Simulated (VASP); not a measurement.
# Au (I4/mmm) in VASP: notebook, part 2 of 2

VASP 6.6.1. Earlier steps stand in the parts before.

### Step 5. Single point, PBE (strain -0.030 along x and y, +0.030 along z)

The input, INCAR:

```
ALGO = Fast ; EDIFF = 1E-6
ENCUT = 520 ; GGA = PE
ISIF = 2 ; ISMEAR = 0
LASPH = T ; LCHARG = F
LREAL = F ; LWAVE = F
NBANDS = 12 ; NELM = 100
PREC = Accurate ; SIGMA = 0.15
```

The input, KPOINTS:

```
k-points
0
Gamma
  24 24 24
```

The input, POSCAR:

```
Au
1.0
    0.0000000000      2.0166676752      2.1414100056
    2.0166676752      0.0000000000      2.1414100056
    2.0166676752      2.0166676752      0.0000000000
Au
1
Direct
    0.0000000000      0.0000000000      0.0000000000
```

Potentials or basis: VASP PAW PBE potentials, release 64 (Au).

The run is started by

```sh
> cat potpaw_PBE.64/Au/POTCAR > POTCAR
> mpirun -np 1 vasp_std > vasp.out
```

OUTCAR:

```text
EDIFF = 1E-6
   ENCUT = 520
   GGA = PE
   ISIF = 2
   ISMEAR = 0
   LASPH = T
   LREAL = F
   NELM = 100
   PREC = Accurate

 ion  position               nearest neighbor table
   1  0.000  0.000  0.000-

  LATTYP: Found a body centered tetragonal cell.
 ALAT       =     2.8519987771
 C/A-ratio  =     1.5016906899

  Lattice vectors:

 A1 = (  -2.0166676752,   0.0000000000,   2.1414100056)
 A2 = (   2.0166676752,   0.0000000000,   2.1414100056)
 A3 = (   0.0000000000,   2.0166676752,  -2.1414100056)

Analysis of symmetry for initial positions (statically):
=====================================================================
 Subroutine PRICEL returns:
 Original cell was already a primitive cell.

 Routine SETGRP: Setting up the symmetry group for a
 body centered tetragonal supercell.

 Subroutine GETGRP returns: Found 16 space group operations
 (whereof 16 operations were pure point group operations)
 out of a pool of 16 trial point group operations.

The static configuration has the point symmetry D_4h.

Analysis of symmetry for dynamics (positions and initial velocities):
=====================================================================
[... 172 lines left out ...]
      6       6.2674      2.00000
      7      23.7184      0.00000
      8      26.9139      0.00000
      9      27.8581      0.00000
     10      27.8581      0.00000
     11      32.4306      0.00000
     12      36.3169      0.00000
[... 331 lines left out ...]
 k-point    24 :       0.4583    0.0417    0.0000
  band No.  band energies     occupation
      1       2.0405      2.00000
      2       4.2503      2.00000
      3       4.8072      2.00000
      4       6.7496      2.00000
      5       7.0150      2.00000
      6       7.9148      2.00000
      7      13.0419      0.00000
      8      23.0166      0.00000
      9      25.8388      0.00000
     10      26.6431      0.00000
     11      32.8010      0.00000
     12      34.0638      0.00000

 [... further k-points ...]

------------------------ aborting loop because EDIFF is reached ----------------------------------------

  FORCE on cell =-STRESS in cart. coord.  units (eV):
  Direction    XX          YY          ZZ          XY          YZ          ZX
  --------------------------------------------------------------------------------------
  -------------------------------------------------------------------------------------
  Total        0.5973068      0.5973068      0.3407897      0.0000000      0.0000000     -0.0000000
  in kB       54.9426450     54.9426450     31.3471885      0.0000000      0.0000000     -0.0000000
  external PRESSURE =      47.0774928 kB  Pullay stress =       0.0000000 kB

 VOLUME and BASIS-vectors are now :
 -----------------------------------------------------------------------------
  energy-cutoff  :      520.00
  volume of cell :       17.42
      direct lattice vectors                 reciprocal lattice vectors
     0.000000000  2.016667675  2.141410006    -0.247933760  0.247933760  0.233491017
     2.016667675  0.000000000  2.141410006     0.247933760 -0.247933760  0.233491017
     2.016667675  2.016667675  0.000000000     0.247933760  0.247933760 -0.233491017

 POSITION                                       TOTAL-FORCE (eV/Angst)
 -----------------------------------------------------------------------------------
      0.00000      0.00000      0.00000        -0.000000      0.000000     -0.000000
 -----------------------------------------------------------------------------------
    total drift:                               -0.000000      0.000000      0.000000

  FREE ENERGIE OF THE ION-ELECTRON SYSTEM (eV)
  ---------------------------------------------------
  free  energy   TOTEN  =        -3.2106674635 eV

  energy  without entropy=       -3.2075567209  energy(sigma->0) =       -3.20911209
```

OSZICAR:

```text
N       E                     dE             d eps       ncg     rms          rms(c)
DAV:   1     0.500048592917E+02    0.50005E+02   -0.55713E+03 26488   0.814E+02
DAV:   2    -0.277041396571E+01   -0.52775E+02   -0.49748E+02 29928   0.187E+02
DAV:   3    -0.347482761412E+01   -0.70441E+00   -0.70363E+00 30728   0.209E+01
DAV:   4    -0.347722655704E+01   -0.23989E-02   -0.23988E-02 30396   0.141E+00
DAV:   5    -0.347724458365E+01   -0.18027E-04   -0.18027E-04 31336   0.116E-01    0.876E+00
RMM:   6    -0.322996894010E+01    0.24728E+00   -0.29540E-01 25618   0.454E+00    0.558E+00
RMM:   7    -0.321264355190E+01    0.17325E-01   -0.36952E-02 27248   0.180E+00    0.272E+00
RMM:   8    -0.321070515357E+01    0.19384E-02   -0.32886E-03 28355   0.479E-01    0.338E-01
RMM:   9    -0.321066216910E+01    0.42984E-04   -0.41241E-04 29893   0.174E-01    0.112E-01
RMM:  10    -0.321066582554E+01   -0.36564E-05   -0.61306E-05 29458   0.589E-02    0.553E-02
RMM:  11    -0.321066736746E+01   -0.15419E-05   -0.13546E-05 27785   0.236E-02    0.106E-02
RMM:  12    -0.321066746351E+01   -0.96053E-07   -0.11621E-06 23425   0.683E-03
   1 F= -.32106675E+01 E0= -.32091121E+01  d E =-.311074E-02
```

stdout:

```text
POSCAR found type information on POSCAR Au
 POSCAR found :  1 types and       1 ions
 scaLAPACK will be used
 LDA part: xc-table for (Slater+PW92), standard interpolation
 POSCAR, INCAR and KPOINTS ok, starting setup
 FFT: planning ... GRIDC
 FFT: planning ... GRID_SOFT
 FFT: planning ... GRID
 WAVECAR not read
 entering main loop
```

It took 4.2 min on 1 thread of AMD EPYC 7R43 (Zen 3), shared host; peak memory 0.3 GiB.

Results:

* Free energy: -3.2107 eV
* Pressure: 4.7 GPa
* Band gap on the k mesh: zero (an odd number of electrons rules out a gap without spin polarisation)

Stress tensor (GPa, compression positive):
```
5.49 0.00 0.00
0.00 5.49 0.00
0.00 0.00 3.13
```

Caveat: the cell differs from its parent crystal (strain -0.030 along x and y, +0.030 along z); the cell stands under pressure; spin-orbit coupling is left out, which moves the levels of the heavy elements.

### Step 6. Single point, PBE (strain +0.000 along x and y, -0.030 along z)

The input, INCAR:

```
  PREC = Accurate
  ENCUT = 520
  EDIFF = 1E-6
  ISMEAR = 0
  SIGMA = 0.15
  LREAL = F
  LASPH = T
  NELM = 60
  ALGO = Fast
  ISIF = 2
  LWAVE = F
  LCHARG = F
  GGA = PE
  NBANDS = 12
```

The input, KPOINTS:

```
Automatic mesh
0
Gamma
  24 24 24
```

The input, POSCAR:

```
Au
1.0
    0.0000000000      2.0790388404      2.0166676752
    2.0790388404      0.0000000000      2.0166676752
    2.0790388404      2.0790388404      0.0000000000
Au
1
Direct
    0.0000000000      0.0000000000      0.0000000000
```

Potentials or basis: VASP PAW PBE potentials, release 64 (Au).

The run is started by

```sh
> cat potpaw_PBE.64/Au/POTCAR > POTCAR
> mpirun -np 1 vasp_std > vasp.out
```

Wall time 4.7 min (1 thread of AMD EPYC 7R43 (Zen 3), shared host); peak memory 0.29 GiB.

It converged, with:

```yaml
Free_energy: -3.2148 eV
Pressure: 4.5 GPa
Band_gap_on_the_k_mesh: zero (an odd number of electrons rules out a gap without spin polarisation)
```

Stress tensor (GPa, compression positive):
```
4.15 0.00 0.00
0.00 4.15 0.00
0.00 0.00 5.06
```

Levels at points of the mesh, in eV from the Fermi level:
```tsv
k point	band 3	band 4	band 5	band 6	band 7	band 8	band 9	band 10
(0.00, 0.00, 0.00)	-4.66	-4.40	-3.26	-2.99	14.56	18.25	18.25	18.75
(0.50, 0.00, 0.00)	-4.48	-2.03	-1.90	-0.85	2.95	13.95	16.63	17.35
(0.50, 0.50, 0.00)	-2.02	-1.65	-1.65	1.43	6.05	9.59	9.59	16.65
(0.50, 0.00, 0.50)	-2.02	-1.77	-1.57	0.92	5.36	10.10	10.16	17.14
```

Caveat: the cell differs from its parent crystal (strain +0.000 along x and y, -0.030 along z); the cell stands under pressure; spin-orbit coupling is left out, which moves the levels of the heavy elements.

### Step 7. The runs side by side

| cell | further INCAR settings | gap on the mesh (eV) | pressure (GPa) |
| --- | --- | --- | --- |
| a = 2.896, b = 2.896, c = 2.852 Å, angles 60.5, 60.5, 59.0°, 1 atom | ALGO = Fast; EDIFF = 1e-07; NBANDS = 12 | none | 9.9 |
| a = 2.874, b = 2.874, c = 2.896 Å, angles 59.7, 59.7, 60.5°, 1 atom | ALGO = Fast; EDIFF = 1e-06; NBANDS = 12 | none | 9.9 |
| a = 2.919, b = 2.919, c = 2.852 Å, angles 60.8, 60.8, 58.5°, 1 atom | ALGO = Fast; EDIFF = 1e-06; NBANDS = 12 | none | 7.2 |
| a = 2.942, b = 2.942, c = 2.852 Å, angles 61.0, 61.0, 58.0°, 1 atom | ALGO = Fast; EDIFF = 1e-06; NBANDS = 12 | none | 4.7 |
| a = 2.896, b = 2.896, c = 2.940 Å, angles 59.5, 59.5, 61.0°, 1 atom | ALGO = Fast; EDIFF = 1e-06; NBANDS = 12 | none | 4.5 |

Alike in all rows: task single point; level PBE; potentials or basis VASP PAW PBE potentials, release 64 (Au); no spin polarisation; k mesh 24 × 24 × 24; cutoff (eV) 520; smearing gaussian 0.15 eV.

Caveats: the cell stands under pressure; spin-orbit coupling is left out, which moves the levels of the heavy elements.

Absolute energies hang on the potentials; compare differences alone.
